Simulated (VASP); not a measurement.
# KF (WC type) (P-6m2) in VASP: a series of runs

Runs on KF (WC type). Level: PBE. Tasks: relaxation of cell and atoms.

Everything below comes from runs of VASP 6.6.1. Logs are shortened: lines on timing, memory, paths and dates and some standing lists are left out, and cuts for length are marked.

## Step 1: The cell of the first run

It takes space group P-6m2 (No. 187, hexagonal). Conventional cell: a = 3.443 Å, b = 3.443 Å, c = 3.224 Å, α = 90.00°, β = 90.00°, γ = 120.00°. K (site symmetry -6m2) has 6 F at 2.56 Å and 8 K at 3.22 to 3.44 Å within 3.5 Å. Within 3.5 Å of F (site symmetry -6m2) lie 6 K at 2.56 Å and 8 F at 3.22 to 3.44 Å.

## Step 2: Relaxation of cell and atoms, PBE, target pressure 7.7 GPa, at which the enthalpy is minimised

The input, INCAR:

```
SYSTEM = KF
ALGO = Normal
EDIFF = 1E-6
EDIFFG = -0.005
ENCUT = 600
GGA = PE
IBRION = 2
ISIF = 3
ISMEAR = -1
LASPH = .True.
LCHARG = .False.
LREAL = .False.
LWAVE = .False.
NELM = 60
NSW = 32
PREC = Accurate
PSTRESS = 77.0
SIGMA = 0.05
```

The input, KPOINTS:

```
k-points
0
Gamma
  15 15 13
  0 0 0
```

The input, POSCAR:

```
KF
1.0
    3.4428310340      0.0000000000      0.0000000000
   -1.7214155170      2.9815791364      0.0000000000
    0.0000000000      0.0000000000      3.2239703954
K F
1 1
Direct
    0.0000000000      0.0000000000      0.0000000000
    0.3333333333      0.6666666667      0.5000000000
```

Potentials or basis: VASP PAW PBE potentials, release 64 (K_sv, F).

Run with:

```
$ cat potpaw_PBE.64/K_sv/POTCAR potpaw_PBE.64/F/POTCAR > POTCAR
$ mpirun -np 1 vasp_std > vasp.out
```

OUTCAR:

```text
SYSTEM = KF
   EDIFF = 1E-6
   EDIFFG = -0.005
   ENCUT = 600
   GGA = PE
   IBRION = 2
   ISIF = 3
   ISMEAR = -1
   LASPH = .True.
   LREAL = .False.
   NELM = 60
   NSW = 32
   PREC = Accurate
   PSTRESS = 77.0

 ion  position               nearest neighbor table
   1  0.000  0.000  0.000-   2 2.56   2 2.56   2 2.56   2 2.56   2 2.56   2 2.56
   2  0.333  0.667  0.500-   1 2.56   1 2.56   1 2.56   1 2.56   1 2.56   1 2.56

  LATTYP: Found a hexagonal cell.
 ALAT       =     3.4428310340
 C/A-ratio  =     0.9364300378

  Lattice vectors:

 A1 = (   3.4428310340,   0.0000000000,   0.0000000000)
 A2 = (  -1.7214155170,   2.9815791364,   0.0000000000)
 A3 = (   0.0000000000,   0.0000000000,   3.2239703954)

Analysis of symmetry for initial positions (statically):
=====================================================================
 Subroutine PRICEL returns:
 Original cell was already a primitive cell.

 Routine SETGRP: Setting up the symmetry group for a
 hexagonal supercell.

 Subroutine GETGRP returns: Found 12 space group operations
 (whereof 12 operations were pure point group operations)
 out of a pool of 24 trial point group operations.

The static configuration has the point symmetry D_3h.

Analysis of symmetry for dynamics (positions and initial velocities):
=====================================================================
 Subroutine PRICEL returns:
 Original cell was already a primitive cell.

 Routine SETGRP: Setting up the symmetry group for a
 hexagonal supercell.

 Subroutine GETGRP returns: Found 12 space group operations
 (whereof 12 operations were pure point group operations)
 out of a pool of 24 trial point group operations.

The dynamic configuration has the point symmetry D_3h.

 Subroutine INISYM returns: Found 12 space group operations
 (whereof 12 operations are pure point group operations),
 and found     1 'primitive' translations

----------------------------------------------------------------------------------------

                                     Primitive cell

  volume of cell :      33.0943

  direct lattice vectors                    reciprocal lattice vectors
     3.442831034  0.000000000  0.000000000     0.290458634  0.167696371  0.000000000
    -1.721415517  2.981579136  0.000000000     0.000000000  0.335392741  0.000000000
     0.000000000  0.000000000  3.223970395     0.000000000  0.000000000  0.310176545

  length of vectors
     3.442831034  3.442831034  3.223970395     0.335392741  0.335392741  0.310176545

  position of ions in fractional coordinates (direct lattice)
     0.000000000  0.000000000  0.000000000
     0.333333333  0.666666667  0.500000000

  ion indices of the primitive-cell ions
   primitive index   ion index
                 1           1
                 2           2

----------------------------------------------------------------------------------------

 KPOINTS: k-points

Automatic generation of k-mesh.
 Grid dimensions read from file:
 generate k-points for:   15   15   13

 Generating k-lattice:

  Cartesian coordinates                     Fractional coordinates (reciprocal lattice)
     0.019363909  0.011179758  0.000000000     0.066666667  0.000000000  0.000000000
     0.000000000  0.022359516  0.000000000     0.000000000  0.066666667  0.000000000
     0.000000000  0.000000000  0.023859734     0.000000000  0.000000000  0.076923077

  Length of vectors
     0.022359516  0.022359516  0.023859734

  Shift w.r.t. Gamma in fractional coordinates (k-lattice)
     0.000000000  0.000000000  0.000000000

 Subroutine IBZKPT returns following result:
 ===========================================

 Found    189 irreducible k-points:

 Following reciprocal coordinates:
            Coordinates               Weight
  0.000000  0.000000  0.000000      1.000000
  0.066667  0.000000  0.000000      6.000000
  0.133333  0.000000  0.000000      6.000000
  0.200000  0.000000  0.000000      6.000000
  0.266667  0.000000  0.000000      6.000000
  0.333333  0.000000  0.000000      6.000000
[... 16 lines left out ...]
  0.333333  0.200000  0.000000     12.000000
  0.400000  0.200000  0.000000      6.000000
 [... further k-points ...]
   k-points           NKPTS =    189   k-points in BZ     NKDIM =    189   number of bands    NBANDS=     12
   number of dos      NEDOS =    301   number of ions     NIONS =      2
   total plane-waves  NPLWV =  21952
   dimension x,y,z NGX =    28 NGY =   28 NGZ =   28
   dimension x,y,z NGXF=    56 NGYF=   56 NGZF=   56
   ions per type =               1   1
   NGX,Y,Z   is equivalent  to a cutoff of  13.52, 13.52, 14.44 a.u.
   NGXF,Y,Z  is equivalent  to a cutoff of  27.04, 27.04, 28.88 a.u.
 SYSTEM =  KF
   PREC   = accura    normal or accurate (medium, high low for compatibility)
   ISTART =      0    job   : 0-new  1-cont  2-samecut
   ICHARG =      2    charge: 1-file 2-atom 10-const
   ISPIN  =      1    spin polarized calculation?
   LNONCOLLINEAR =      F non collinear calculations
   LSORBIT =      F    spin-orbit coupling
   LASPH  =      T    aspherical Exc in radial PAW
   ENCUT  =  600.0 eV  44.10 Ry    6.64 a.u.   6.88  6.88  6.44*2*pi/ulx,y,z
   NELM   =     60;   NELMIN=  2; NELMDL= -5     # of ELM steps
   EDIFF  = 0.1E-05   stopping-criterion for ELM
   LREAL  =      F    real-space projection
   EDIFFG = -.5E-02   stopping-criterion for IOM
   NSW    =     32    number of steps for IOM
   IBRION =      2    ionic relax: 0-MD 1-quasi-New 2-CG
   NFREE  =      1    steps in history (QN), initial steepest desc. (CG)
   ISIF   =      3    stress and relaxation
   ISYM   =      2    0-nonsym 1-usesym 2-fastsym
   POTIM  = 0.5000    time-step for ionic-motion
   TEBEG  =    0.0;   TEEND  =   0.0 temperature during run
   PSTRESS=   77.0 pullay stress
   NELECT =      16.0000    total number of electrons
   NUPDOWN=      -1.0000    fix difference up-down
   EMIN   =  10.00;   EMAX   =-10.00  energy-range for DOS
   EFERMI =   0.00;   METHOD = LEGACY
   ISMEAR =    -1;   SIGMA  =   0.05  broadening in eV -4-tet -1-fermi 0-gaus
   EFERMI_NEDOS =   21; number of points for ismear=-14 and -15
   IALGO  =     38    algorithm
   IMIX   =      4    mixing-type and parameters
     AMIX     =   0.40;   BMIX     =  1.00
     AMIX_MAG =   1.60;   BMIX_MAG =  1.00
  volume/ion in A,a.u.               =      16.55       111.67
  Fermi-wavevector in a.u.,A,eV,Ry     =   1.284884  2.428078 22.462211  1.650926
  Thomas-Fermi vector in A             =   2.417051
   LORBIT       =      0    0 simple, 1 ext, 2 COOP (PROOUT), +10 PAW based schemes
   GGA     = PE    functional components
   LHFCALC =     F    Hartree Fock is set to
   AEXX    =    0.0000 exact exchange contribution
   IVDW    =     0    specifies the selected vdW correction
   LEPSILON=     F    determine dielectric tensor
   LRPA    =     F    only Hartree local field effects (RPA)
 conjugate gradient relaxation of ions
 non-spin polarized calculation
  energy-cutoff  :      600.00
  volume of cell :       33.09
 maximum number of plane-waves:      1126
 NGX is ok and might be reduce to    28
   NGX = 13   NGY = 13   NGZ = 13

--------------------------------------- Ionic step        1  -------------------------------------------

 number of electron      16.0000000 magnetization

 Free energy of the ion-electron system (eV)
  ---------------------------------------------------
  ext. energy  EPLUGINS =         0.00000000
  ---------------------------------------------------
  free energy    TOTEN  =        -8.03073937 eV

  energy without entropy =       -8.03073937  energy(sigma->0) =       -8.03073937

------------------------ aborting loop because EDIFF is reached ----------------------------------------

  FORCE on cell =-STRESS in cart. coord.  units (eV):
  Direction    XX          YY          ZZ          XY          YZ          ZX
  --------------------------------------------------------------------------------------
  -------------------------------------------------------------------------------------
  Total        1.6171720      1.6171720      1.6371859      0.0000000     -0.0000000      0.0000000
  in kB       78.2913352     78.2913352     79.2602572      0.0000000     -0.0000000      0.0000000
  external PRESSURE =       1.6143092 kB  Pullay stress =      77.0000000 kB
[... 61 lines left out ...]
  enthalpy is  TOTEN    =        -6.4402886678 eV   P V=        1.5943391915

--------------------------------------- Ionic step        3  -------------------------------------------

 number of electron      16.0000000 magnetization

 Free energy of the ion-electron system (eV)
  ---------------------------------------------------
  ext. energy  EPLUGINS =         0.00000000
  ---------------------------------------------------
  free energy    TOTEN  =        -8.03541181 eV

  energy without entropy =       -8.03541181  energy(sigma->0) =       -8.03541181

 E-fermi :  -1.0210     XC(G=0):  -9.0779

 val. band max:       -2.1240161448   @ k =   0.0000   0.0000   0.0000
 cond. band min:       4.3998713916   @ k =   0.0000   0.0000   0.0000
 fundamental gap:      6.5238875364
 Fermi energy:        -1.0209560357

 k-point     1 :       0.0000    0.0000    0.0000
  band No.  band energies     occupation
      1     -28.3813      2.00000
      2     -21.0335      2.00000
      3     -11.4528      2.00000
      4     -11.4528      2.00000
      5     -11.3827      2.00000
      6      -2.3862      2.00000
      7      -2.3862      2.00000
      8      -2.1240      2.00000
      9       4.3999      0.00000
     10       6.8968      0.00000
     11       9.7819      0.00000
     12       9.7819      0.00000
[... 331 lines left out ...]
 k-point    24 :       0.4000    0.2000    0.0000
  band No.  band energies     occupation
      1     -28.1877      2.00000
      2     -21.1785      2.00000
      3     -12.1008      2.00000
      4     -11.6981      2.00000
      5     -11.1887      2.00000
      6      -2.9867      2.00000
      7      -2.4580      2.00000
      8      -2.4415      2.00000
      9       6.7142      0.00000
     10       8.4911      0.00000
     11       9.4013      0.00000
     12      10.6600      0.00000

 [... further k-points ...]

------------------------ aborting loop because EDIFF is reached ----------------------------------------

  FORCE on cell =-STRESS in cart. coord.  units (eV):
  Direction    XX          YY          ZZ          XY          YZ          ZX
  --------------------------------------------------------------------------------------
  -------------------------------------------------------------------------------------
  Total        1.5917994      1.5917994      1.5963605      0.0000000      0.0000000      0.0000000
  in kB       76.8395100     76.8395100     77.0596828      0.0000000      0.0000000      0.0000000
  external PRESSURE =      -0.0870991 kB  Pullay stress =      77.0000000 kB
[... 17 lines left out ...]
  FREE ENERGIE OF THE ION-ELECTRON SYSTEM (eV)
  ---------------------------------------------------
  free  energy   TOTEN  =        -8.0354118079 eV

  energy  without entropy=       -8.0354118078  energy(sigma->0) =       -8.03541181

  enthalpy is  TOTEN    =        -6.4402877195 eV   P V=        1.5951240884

 reached required accuracy - stopping structural energy minimisation
```

Run time: 60 s. Hardware: 1 thread of Intel Xeon 6975P-C (Granite Rapids), shared host; peak memory 0.23 GiB.

Results:

| Item | Value |
| --- | --- |
| Free energy | -8.0354 eV |
| Relaxed volume | 16.60 Å³/atom |
| Relaxed cell | a = 3.445 Å, b = 3.445 Å, c = 3.228 Å, α = 90.00°, β = 90.00°, γ = 120.00° |
| Space group after relaxing (to 0.1 Å) | P-6m2 (No. 187) |
| Energy change on relaxing (the run minimises the enthalpy) | -2.3 meV/atom |
| Ionic steps | 3 |
| Pressure after relaxing | 7.7 GPa |
| Band gap on the k mesh | 6.52 eV |

Step by step:
```csv
step,energy change (eV),largest force (eV/Å),pressure (GPa),volume (Å³)
1,0.0000,0.0000,7.86,33.09
2,-0.0039,0.0000,7.72,33.17
3,-0.0047,0.0000,7.69,33.19
```

Final structure:
```
CELL_PARAMETERS angstrom
3.44550 0.00000 0.00000
-1.72275 2.98389 0.00000
0.00000 0.00000 3.22834
ATOMIC_POSITIONS crystal
K 0.00000 0.00000 0.00000
F 0.33333 0.66667 0.50000
```

Caveat: the cell is relaxed towards a set pressure, so the run minimises the enthalpy, not the energy; an odd mesh through Γ misses points on the zone boundary, where band edges can lie.

[end of part 1 of 2]
